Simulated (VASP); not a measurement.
Wanted: the native input for a VASP 6.6.1 run.

```
Task                   : relaxation of cell and atoms
Functional             : LDA
Potentials or basis    : VASP PAW LDA potentials, release 64 (Ge_d)
Cutoff                 : 600 eV
k mesh                 : 14 × 14 × 14
Occupations            : fermi-dirac, width 0.1 eV
Spin                   : no spin polarisation
Dipole correction      : no
Further INCAR settings : ALGO = Normal; EDIFF = 1e-06; IBRION = 2; EDIFFG = -0.002; NSW = 100; ISIF = 3
```

The structure of Ge lies in POSCAR:

```
Ge
1.0
    0.0000000000      2.8289100000      2.8289100000
    2.8289100000      0.0000000000      2.8289100000
    2.8289100000      2.8289100000      0.0000000000
Ge
2
Direct
    0.5000000000      0.5000000000      0.5000000000
    0.7500000000      0.7500000000      0.7500000000
```

One way to write it, as run:

INCAR

```
PREC = Accurate
ENCUT = 600
EDIFF = 1E-6
ISMEAR = -1
SIGMA = 0.1
LREAL = F
LASPH = T
NELM = 80
ALGO = Normal
ISIF = 3
LWAVE = F
LCHARG = F
GGA = CA
IBRION = 2
NSW = 100
EDIFFG = -0.002
```

KPOINTS

```
regular mesh
0
Gamma
  14 14 14
```

Potentials or basis: VASP PAW LDA potentials, release 64 (Ge_d).

Command:

```bash
$ cat potpaw_LDA.64/Ge_d/POTCAR > POTCAR
$ mpirun -np 1 vasp_std > vasp.out
```

It gave:

```
Relaxed volume                        : 22.26 Å³/atom
Relaxed cell                          : a = 3.978 Å, b = 3.978 Å, c = 3.978 Å, α = 60.00°, β = 60.00°, γ = 60.00°
Space group after relaxing (to 0.1 Å) : Fd-3m (No. 227)
Energy gained by relaxing             : 1.3 meV/atom
Ionic steps                           : 3
Pressure after relaxing               : 0.0 GPa
Band gap on the k mesh                : 0.01 eV
```

Caveat: the smearing spreads over this small gap.

Run time: 95 s on 1 thread of Intel(R) Xeon(R) Platinum 8488C (Sapphire Rapids) (shared host), peak memory 0.22 GiB.
